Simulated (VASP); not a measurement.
Set up this calculation in VASP 6.6.1, as the native input.

| Quantity | Value |
| --- | --- |
| Task | single point |
| Functional | r2SCAN |
| Potentials or basis | VASP PAW PBE potentials, release 64 (Ir) |
| Cutoff | 520 eV |
| k mesh | 26 × 26 × 26 |
| Occupations | gaussian, width 0.15 eV |
| Spin | no spin polarisation |
| Dipole correction | no |
| Further INCAR settings | ALGO = Normal; EDIFF = 1e-06; NBANDS = 10 |

Crystal: Ir.

```
Ir
1.0
     0.00000    1.92211    1.77796
     1.92211    0.00000    1.77796
     1.92211    1.92211    0.00000
Ir
1
Direct
  0.00000 0.00000 0.00000
```

This cell differs from its parent crystal: strain -0.0750 x Voigt [0, 0, 1, 0, 0, 0].

The input as run:

POSCAR

```
Ir
1.0
    0.0000000000      1.9221147239      1.7779561196
    1.9221147239      0.0000000000      1.7779561196
    1.9221147239      1.9221147239      0.0000000000
Ir
1
Direct
    0.0000000000      0.0000000000      0.0000000000
```

INCAR.step1

```
  PREC = Accurate
  ENCUT = 520
  ISMEAR = 0
  SIGMA = 0.15
  LREAL = F
  LASPH = T
  NELM = 60
  NBANDS = 10
  GGA = PE
  ALGO = Normal
  EDIFF = 1E-4
  LWAVE = T
  LCHARG = F
```

INCAR.step2

```
  PREC = Accurate
  ENCUT = 520
  EDIFF = 1E-6
  ISMEAR = 0
  SIGMA = 0.15
  LREAL = F
  LASPH = T
  NELM = 60
  ALGO = Normal
  ISIF = 2
  LWAVE = F
  LCHARG = F
  METAGGA = R2SCAN
  LMIXTAU = T
  NBANDS = 10
  ISTART = 1
```

KPOINTS

```
regular mesh
0
Gamma
  26 26 26
```

Potentials or basis: VASP PAW PBE potentials, release 64 (Ir).

Launch:

```console
$ cat potpaw_PBE.64/Ir/POTCAR > POTCAR
$ cp INCAR.step1 INCAR
$ mpirun -np 1 vasp_std > vasp.out
$ cp INCAR.step2 INCAR
$ mpirun -np 1 vasp_std > vasp.out
```

Results of the run:

```json
{
 "Pressure": "41.1 GPa",
 "Band gap on the k mesh": "zero (an odd number of electrons rules out a gap without spin polarisation)"
}
```

Caveat: the cell differs from its parent crystal (strain -0.0750 x Voigt [0, 0, 1, 0, 0, 0]); the stress differs along the axes, from 30 to 64 GPa; the PAW data sets were made with another functional, which shifts forces and pressure a little; spin-orbit coupling is left out, which moves the levels of the heavy elements.

It took 8.4 min on 1 thread of Intel(R) Xeon(R) Platinum 8259CL CPU @ 2.50GHz (Skylake/Cascade Lake) (shared host), peak memory 0.29 GiB.
